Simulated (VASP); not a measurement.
# NaYC (P4/nmm) in VASP: single point with PBE

Aim: the single point of NaYC with PBE.

All numbers are computed with VASP 6.6.1; they aren't measurements. Logs are shortened: lines on timing, memory, paths and dates and some standing lists are left out, and cuts for length are marked.

## 1. The cell of the first run

It takes space group P4/nmm (No. 129, tetragonal). The conventional cell has a = 4.514 Å, b = 4.514 Å, c = 6.347 Å, α = 90.00°, β = 90.00°, γ = 90.00°. Na (site symmetry -4m2) has 4 C at 3.11 Å and 2 Y at 3.17 Å and 4 Na at 3.19 Å within 4.1 Å. Y (site symmetry -4m2) has 4 C at 2.48 Å and 2 Na at 3.17 Å and 4 Y at 3.19 Å within 3.3 Å. Within 3.3 Å of C (site symmetry 4mm) lie 4 Y at 2.48 Å and 4 Na at 3.11 Å.

## 2. Single point, PBE

Contents of INCAR:

```
PREC = Accurate
ENCUT = 520
EDIFF = 1E-7
ISMEAR = 0
SIGMA = 0.02
LREAL = F
LASPH = T
NELM = 60
ALGO = Normal
ISIF = 2
LWAVE = F
LCHARG = T
GGA = PE
LELF = T
LVHAR = T
NBANDS = 31
```

Contents of KPOINTS:

```
Automatic mesh
0
Gamma
  8 8 6
```

Contents of POSCAR:

```
NaYC
1.0
    4.5141802646      0.0000000000      0.0000000000
    0.0000000000      4.5141802646      0.0000000000
    0.0000000000      0.0000000000      6.3467108133
Na Y C
2 2 2
Direct
    0.5000000000      0.5000000000      0.5000000000
    0.0000000000      0.0000000000      0.5000000000
    0.0000000000      0.0000000000      0.0000000000
    0.5000000000      0.5000000000      0.0000000000
    0.5000000000      0.0000000000      0.8371533496
    0.0000000000      0.5000000000      0.1628466504
```

Potentials or basis: VASP PAW PBE potentials, release 64 (Na_pv, Y_sv, C).

The run is started by

```bash
$ cat potpaw_PBE.64/Na_pv/POTCAR potpaw_PBE.64/Y_sv/POTCAR potpaw_PBE.64/C/POTCAR > POTCAR
$ mpirun -np 1 vasp_std > vasp.out
```

OUTCAR:

```text
PREC = Accurate
   ENCUT = 520
   EDIFF = 1E-7
   ISMEAR = 0
   LREAL = F
   LASPH = T
   NELM = 60
   ISIF = 2
   GGA = PE

 ion  position               nearest neighbor table
   1  0.500  0.500  0.500-   4 3.17   4 3.17
   2  0.000  0.000  0.500-   3 3.17   3 3.17
   3  0.000  0.000  0.000-   5 2.48   6 2.48   6 2.48   5 2.48   2 3.17   2 3.17   4 3.19   4 3.19
                             4 3.19   4 3.19
   4  0.500  0.500  0.000-   5 2.48   6 2.48   5 2.48   6 2.48   1 3.17   1 3.17   3 3.19   3 3.19
                             3 3.19   3 3.19
   5  0.500  0.000  0.837-   3 2.48   4 2.48   4 2.48   3 2.48
   6  0.000  0.500  0.163-   3 2.48   4 2.48   3 2.48   4 2.48

  LATTYP: Found a simple tetragonal cell.
 ALAT       =     4.5141802646
 C/A-ratio  =     1.4059497940

  Lattice vectors:

 A1 = (   4.5141802646,   0.0000000000,   0.0000000000)
 A2 = (   0.0000000000,   4.5141802646,   0.0000000000)
 A3 = (   0.0000000000,   0.0000000000,   6.3467108133)

Analysis of symmetry for initial positions (statically):
=====================================================================
 Subroutine PRICEL returns:
 Original cell was already a primitive cell.

 Routine SETGRP: Setting up the symmetry group for a
 simple tetragonal supercell.

 Subroutine GETGRP returns: Found 16 space group operations
 (whereof  8 operations were pure point group operations)
 out of a pool of 16 trial point group operations.

The static configuration has the point symmetry D_2d.
 The point group associated with its full space group is D_4h.

Analysis of symmetry for dynamics (positions and initial velocities):
=====================================================================
 Subroutine PRICEL returns:
 Original cell was already a primitive cell.

 Routine SETGRP: Setting up the symmetry group for a
 simple tetragonal supercell.

 Subroutine GETGRP returns: Found 16 space group operations
 (whereof  8 operations were pure point group operations)
 out of a pool of 16 trial point group operations.

The dynamic configuration has the point symmetry D_2d.
 The point group associated with its full space group is D_4h.

 Subroutine INISYM returns: Found 16 space group operations
 (whereof  8 operations are pure point group operations),
 and found     1 'primitive' translations

----------------------------------------------------------------------------------------

                                     Primitive cell

  volume of cell :     129.3322

  direct lattice vectors                    reciprocal lattice vectors
     4.514180265  0.000000000  0.000000000     0.221524162  0.000000000  0.000000000
     0.000000000  4.514180265  0.000000000     0.000000000  0.221524162  0.000000000
     0.000000000  0.000000000  6.346710813     0.000000000  0.000000000  0.157561929

  length of vectors
     4.514180265  4.514180265  6.346710813     0.221524162  0.221524162  0.157561929

  position of ions in fractional coordinates (direct lattice)
     0.500000000  0.500000000  0.500000000
     0.000000000  0.000000000  0.500000000
     0.000000000  0.000000000  0.000000000
     0.500000000  0.500000000  0.000000000
     0.500000000  0.000000000  0.837153350
     0.000000000  0.500000000  0.162846650

  ion indices of the primitive-cell ions
   primitive index   ion index
                 1           1
                 2           2
                 3           3
                 4           4
                 5           5
                 6           6

----------------------------------------------------------------------------------------

 KPOINTS: Automatic mesh

Automatic generation of k-mesh.
 Grid dimensions read from file:
 generate k-points for:    8    8    6

 Generating k-lattice:

  Cartesian coordinates                     Fractional coordinates (reciprocal lattice)
     0.027690520  0.000000000  0.000000000     0.125000000  0.000000000  0.000000000
     0.000000000  0.027690520  0.000000000     0.000000000  0.125000000  0.000000000
     0.000000000  0.000000000  0.026260322     0.000000000  0.000000000  0.166666667

  Length of vectors
     0.027690520  0.027690520  0.026260322

  Shift w.r.t. Gamma in fractional coordinates (k-lattice)
     0.000000000  0.000000000  0.000000000

 Subroutine IBZKPT returns following result:
 ===========================================

 Found     60 irreducible k-points:

 Following reciprocal coordinates:
            Coordinates               Weight
  0.000000  0.000000  0.000000      1.000000
  0.125000  0.000000  0.000000      4.000000
  0.250000  0.000000  0.000000      4.000000
  0.375000  0.000000  0.000000      4.000000
  0.500000  0.000000  0.000000      2.000000
  0.125000  0.125000  0.000000      4.000000
[... 16 lines left out ...]
  0.375000  0.125000  0.166667     16.000000
  0.500000  0.125000  0.166667      8.000000
 [... further k-points ...]
   k-points           NKPTS =     60   k-points in BZ     NKDIM =     60   number of bands    NBANDS=     31
   number of dos      NEDOS =    301   number of ions     NIONS =      6
   total plane-waves  NPLWV =  62208
   dimension x,y,z NGX =    36 NGY =   36 NGZ =   48
   dimension x,y,z NGXF=    72 NGYF=   72 NGZF=   96
   ions per type =               2   2   2
   NGX,Y,Z   is equivalent  to a cutoff of  13.26, 13.26, 12.57 a.u.
   NGXF,Y,Z  is equivalent  to a cutoff of  26.52, 26.52, 25.15 a.u.
 SYSTEM =  unknown system
   PREC   = accura    normal or accurate (medium, high low for compatibility)
   ISTART =      0    job   : 0-new  1-cont  2-samecut
   ICHARG =      2    charge: 1-file 2-atom 10-const
   ISPIN  =      1    spin polarized calculation?
   LNONCOLLINEAR =      F non collinear calculations
   LSORBIT =      F    spin-orbit coupling
   LASPH  =      T    aspherical Exc in radial PAW
   ENCUT  =  520.0 eV  38.22 Ry    6.18 a.u.   8.39  8.39 11.80*2*pi/ulx,y,z
   NELM   =     60;   NELMIN=  2; NELMDL= -5     # of ELM steps
   EDIFF  = 0.1E-06   stopping-criterion for ELM
   LREAL  =      F    real-space projection
   EDIFFG = 0.1E-05   stopping-criterion for IOM
   NSW    =      0    number of steps for IOM
   IBRION =     -1    ionic relax: 0-MD 1-quasi-New 2-CG
   NFREE  =      0    steps in history (QN), initial steepest desc. (CG)
   ISIF   =      2    stress and relaxation
   ISYM   =      2    0-nonsym 1-usesym 2-fastsym
   POTIM  = 0.5000    time-step for ionic-motion
   TEBEG  =    0.0;   TEEND  =   0.0 temperature during run
   PSTRESS=    0.0 pullay stress
   NELECT =      44.0000    total number of electrons
   NUPDOWN=      -1.0000    fix difference up-down
   EMIN   =  10.00;   EMAX   =-10.00  energy-range for DOS
   EFERMI =   0.00;   METHOD = LEGACY
   ISMEAR =     0;   SIGMA  =   0.02  broadening in eV -4-tet -1-fermi 0-gaus
   EFERMI_NEDOS =   21; number of points for ismear=-14 and -15
   IALGO  =     38    algorithm
   IMIX   =      4    mixing-type and parameters
     AMIX     =   0.40;   BMIX     =  1.00
     AMIX_MAG =   1.60;   BMIX_MAG =  1.00
  volume/ion in A,a.u.               =      21.56       145.46
  Fermi-wavevector in a.u.,A,eV,Ry     =   1.142853  2.159678 17.770734  1.306112
  Thomas-Fermi vector in A             =   2.279549
   LORBIT       =      0    0 simple, 1 ext, 2 COOP (PROOUT), +10 PAW based schemes
   GGA     = PE    functional components
   LHFCALC =     F    Hartree Fock is set to
   AEXX    =    0.0000 exact exchange contribution
   IVDW    =     0    specifies the selected vdW correction
   LEPSILON=     F    determine dielectric tensor
   LRPA    =     F    only Hartree local field effects (RPA)
 non-spin polarized calculation
 Gauss-broadening in eV      SIGMA  =   0.02
  energy-cutoff  :      520.00
  volume of cell :      129.33
 maximum number of plane-waves:      3515
 NGX is ok and might be reduce to    36
   NGX = 17   NGY = 17   NGZ = 23

 number of electron      43.9999987 magnetization

 Free energy of the ion-electron system (eV)
  ---------------------------------------------------
  ext. energy  EPLUGINS =         0.00000000
  ---------------------------------------------------
  free energy    TOTEN  =       -32.11014110 eV

  energy without entropy =      -32.11014110  energy(sigma->0) =      -32.11014110

 E-fermi :   2.1875     XC(G=0):  -8.8487

 val. band max:        2.1069030578   @ k =   0.0000   0.0000   0.5000
 cond. band min:       2.6045536986   @ k =   0.5000   0.3750   0.0000
 fundamental gap:      0.4976506408
 Fermi energy:         2.1875492730

 k-point     1 :       0.0000    0.0000    0.0000
  band No.  band energies     occupation
      1     -39.5899      2.00000
      2     -39.4119      2.00000
      3     -22.3863      2.00000
      4     -22.3863      2.00000
      5     -22.3693      2.00000
      6     -22.3474      2.00000
[... 23 lines left out ...]
     30       7.9349      0.00000
     31       7.9349      0.00000

 k-point     2 :       0.1250    0.0000    0.0000
  band No.  band energies     occupation
      1     -39.5831      2.00000
      2     -39.4186      2.00000
      3     -22.3839      2.00000
      4     -22.3835      2.00000
      5     -22.3685      2.00000
      6     -22.3482      2.00000
[... 23 lines left out ...]
     30       7.1868      0.00000
     31       7.9611      0.00000

 k-point     3 :       0.2500    0.0000    0.0000
  band No.  band energies     occupation
      1     -39.5636      2.00000
      2     -39.4377      2.00000
      3     -22.3768      2.00000
      4     -22.3755      2.00000
      5     -22.3659      2.00000
      6     -22.3504      2.00000
[... 23 lines left out ...]
     30       7.3037      0.00000
     31       8.0200      0.00000

 k-point     4 :       0.3750    0.0000    0.0000
  band No.  band energies     occupation
      1     -39.5345      2.00000
      2     -39.4664      2.00000
      3     -22.3657      2.00000
      4     -22.3634      2.00000
      5     -22.3622      2.00000
      6     -22.3539      2.00000
[... 635 lines left out ...]
     30       7.1005      0.00000
     31       7.6843      0.00000

 k-point    23 :       0.3750    0.1250    0.1667
  band No.  band energies     occupation
      1     -39.5317      2.00000
      2     -39.4688      2.00000
      3     -22.3801      2.00000
      4     -22.3603      2.00000
      5     -22.3540      2.00000
      6     -22.3527      2.00000
[... 23 lines left out ...]
     30       7.0765      0.00000
     31       7.1324      0.00000

 k-point    24 :       0.5000    0.1250    0.1667
  band No.  band energies     occupation
      1     -39.5001      2.00000
      2     -39.5001      2.00000
      3     -22.3686      2.00000
      4     -22.3686      2.00000
      5     -22.3565      2.00000
      6     -22.3565      2.00000
[... 23 lines left out ...]
     30       6.4806      0.00000
     31       7.6323      0.00000

 [... further k-points ...]
[... 5 lines left out ...]
  --------------------------------------------------------------------------------------
  -------------------------------------------------------------------------------------
  Total       -0.0505588     -0.0505588     -0.0057292      0.0000000      0.0000000     -0.0000000
  in kB       -0.6263270     -0.6263270     -0.0709741      0.0000000      0.0000000     -0.0000000
  external PRESSURE =      -0.4412094 kB  Pullay stress =       0.0000000 kB

 VOLUME and BASIS-vectors are now :
 -----------------------------------------------------------------------------
  energy-cutoff  :      520.00
  volume of cell :      129.33
      direct lattice vectors                 reciprocal lattice vectors
     4.514180265  0.000000000  0.000000000     0.221524162  0.000000000  0.000000000
     0.000000000  4.514180265  0.000000000     0.000000000  0.221524162  0.000000000
     0.000000000  0.000000000  6.346710813     0.000000000  0.000000000  0.157561929

 POSITION                                       TOTAL-FORCE (eV/Angst)
 -----------------------------------------------------------------------------------
      2.25709      2.25709      3.17336        -0.000000      0.000000      0.000000
      0.00000      0.00000      3.17336         0.000000      0.000000      0.000000
      0.00000      0.00000      0.00000         0.000000      0.000000      0.000000
      2.25709      2.25709      0.00000        -0.000000     -0.000000      0.000000
      2.25709      0.00000      5.31317         0.000000      0.000000     -0.000897
      0.00000      2.25709      1.03354         0.000000     -0.000000      0.000897
 -----------------------------------------------------------------------------------
    total drift:                                0.000000      0.000000     -0.000000

  FREE ENERGIE OF THE ION-ELECTRON SYSTEM (eV)
  ---------------------------------------------------
  free  energy   TOTEN  =       -32.1101411040 eV

  energy  without entropy=      -32.1101411040  energy(sigma->0) =      -32.11014110
```

It took 4.4 min on 1 thread of Oxide Virtual Turin-like, shared host; peak memory 0.36 GiB.

Results:

* Free energy: -32.1101 eV
* Pressure: 0.0 GPa
* Band gap on the k mesh: 0.50 eV, indirect (least direct gap 0.56 eV)

A k mesh can miss the band edges. As with any semilocal functional, this PBE gap is likely too small.
